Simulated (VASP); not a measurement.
Runs of VASP 6.6.1 on Y. The structure is that of space group Im-3m (No. 229), or close to it. The cells are those of the table. This isn't the form of Y at room conditions, which is hcp.

```tsv
task	cell	k mesh	cutoff (eV)	gap on the mesh (eV)	pressure (GPa)	moment (μB)
single point	a = 3.453 Å, angles 109.5°, 1 atom	18 × 18 × 18	520	none	1.5	0.00
single point	a = 3.354 Å, angles 109.5°, 1 atom	18 × 18 × 18	520	none	(b)	0.00
relaxation of cell and atoms	relaxed from a = 3.500 Å, angles 109.5°, 1 atom	11 × 11 × 11	600	none	0.0	0.00
single point	a = 3.404 Å, angles 109.5°, 1 atom	18 × 18 × 18	520	none	3.5	0.00
single point	a = 3.500 Å, angles 109.5°, 1 atom	11 × 11 × 11	520	none	(a)	0.02
```

Alike in all rows: level PBE; potentials or basis VASP PAW PBE potentials, release 64 (Y_sv); spin collinear; smearing fermi-dirac 0.05 eV.

Task: Fill in the values left out.

Result: (a) -0.1; (b) 5.8.

Caveats: the cell stands under pressure (at least some runs).

A k mesh can miss the band edges, and the runs leave out spin-orbit coupling on Y.

A gap of «none» marks levels without a gap at the run's occupations.
